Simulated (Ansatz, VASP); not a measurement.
Two plane-wave programs on ZnS

File INCAR:

```
ALGO     = Normal         # electronic algorithm
EDIFF    = 1E-6           # SCF threshold, eV
ENCUT    = 520            # plane-wave cutoff, eV
GGA      = PE             # functional
ISIF     = 2              # what is computed and relaxed
ISMEAR   = 0              # smearing method
LASPH    = T              # aspherical terms in the spheres
LCHARG   = F              # write CHGCAR
LREAL    = F              # projectors in reciprocal space
LWAVE    = F              # write WAVECAR
NBANDS   = 26             # bands
NELM     = 80             # most SCF steps
PREC     = Accurate       # precision mode
SIGMA    = 0.1            # smearing width, eV
```

Contents of KPOINTS:

```
k-points
0
Gamma
  6 6 6
```

The input POSCAR:

```
ZnS
1.0
    0.0000000000     -2.7214945947     -2.7214945947
   -2.7214945947      0.0000000000     -2.7214945947
    2.7214945947      2.7214945947     -5.4429891894
Zn S
2 2
Direct
    0.2500000000      0.2500000000      0.2500000000
    0.7500000000      0.7500000000      0.7500000000
    0.6250000000      0.6250000000      0.1250000000
    0.1250000000      0.1250000000      0.6250000000
```

Input for Ansatz:

```yaml
crystal:
  lattice:
    - [0.0, -2.7214945947, -2.7214945947]
    - [-2.7214945947, 0.0, -2.7214945947]
    - [2.7214945947, 2.7214945947, -5.4429891894]
  atoms:
    - { symbol: Zn, position: [0.25, 0.25, 0.25] }
    - { symbol: Zn, position: [0.75, 0.75, 0.75] }
    - { symbol: S, position: [0.625, 0.625, 0.125] }
    - { symbol: S, position: [0.125, 0.125, 0.625] }
basis:
  ecutwfc: 420
kpoints:
  mp_grid: { grid: [6, 6, 6] }
hamiltonian:
  xc: pbe
scf:
  occupations: { method: gaussian, width: 0.1 }
  lower_state_search: "off"
output:
  forces: true
  stress: true
  eigenvalues: true
```

Alike in both runs: task single point; functional PBE; k mesh 6 × 6 × 6; occupations gaussian, width 0.1 eV; no spin polarisation.

|  | VASP | Ansatz |
| --- | --- | --- |
| version | VASP 6.6.1 | Ansatz 0.2.0 |
| potentials or method | VASP PAW PBE potentials, release 64 (Zn, S), cutoff 520 eV | scalar-relativistic, plane waves, PAW |
| valence electrons in the cell | 36 | 36 |

|  | VASP | Ansatz | Ansatz less VASP |
| --- | --- | --- | --- |
| gap on the k mesh at the Fermi level (eV) | 2.02 | 2.02 | -0.004 |
| least direct gap on the mesh (eV) | 2.02 | 2.02 | -0.004 |
| pressure (GPa) | 0.2 | 0.0 | -0.14 |

The functional is the same, so the differences come from potentials, cutoffs and numerics.
